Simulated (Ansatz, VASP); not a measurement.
**Ca3F in VASP and in Ansatz**

Contents of INCAR:

```
ALGO = Normal ; EDIFF = 1E-7
ENCUT = 520 ; GGA = PE
ISIF = 2 ; ISMEAR = 0
LASPH = T ; LCHARG = F
LREAL = F ; LWAVE = F
NBANDS = 26 ; NELM = 60
PREC = Accurate ; SIGMA = 0.1
```

Contents of KPOINTS:

```
k-points
0
Gamma
  4 4 4
```

The input POSCAR:

```
Ca3F
1.0
    4.5144928071      0.0000000000      0.0000000000
    0.0000000000      4.5144928071      0.0000000000
    0.0000000000      0.0000000000      4.4680901221
Ca F
3 1
Direct
    0.0000000000      0.5000000000      0.5000000000
    0.5000000000      0.0000000000      0.5000000000
    0.5000000000      0.5000000000      0.0000000000
    0.0000000000      0.0000000000      0.0000000000
```

Input for Ansatz:

```yaml
crystal:
  lattice:
    - [4.5144928071, 0.0, 0.0]
    - [0.0, 4.5144928071, 0.0]
    - [0.0, 0.0, 4.4680901221]
  atoms:
    - { symbol: Ca, position: [0.0, 0.5, 0.5] }
    - { symbol: Ca, position: [0.5, 0.0, 0.5] }
    - { symbol: Ca, position: [0.5, 0.5, 0.0] }
    - { symbol: F, position: [0.0, 0.0, 0.0] }
basis:
  ecutwfc: 420
kpoints:
  mp_grid: { grid: [4, 4, 4] }
hamiltonian:
  xc: pbe
scf:
  occupations: { method: gaussian, width: 0.1 }
  lower_state_search: "off"
output:
  forces: true
  stress: true
  eigenvalues: true
```

Alike in both runs: task single point; functional PBE; k mesh 4 × 4 × 4; occupations gaussian, width 0.1 eV; no spin polarisation.

|  | VASP | Ansatz |
| --- | --- | --- |
| version | VASP 6.6.1 | Ansatz 0.2.0 |
| potentials or method | VASP PAW PBE potentials, release 64 (Ca_sv, F), cutoff 520 eV | scalar-relativistic, plane waves, PAW |
| valence electrons in the cell | 37 | 37 |

|  | VASP | Ansatz | Ansatz less VASP |
| --- | --- | --- | --- |
| gap on the k mesh at the Fermi level (eV) | none | none | - |
| pressure (GPa) | 12.7 | 12.7 | +0.02 |
| traceless stress, the component that is largest in VASP (GPa) | -0.33 | -0.33 | +0.001 |

A gap of «none» marks a metal or a gap that the smearing closes. With one functional, cell and mesh, what is left measures potentials, basis and numerics.
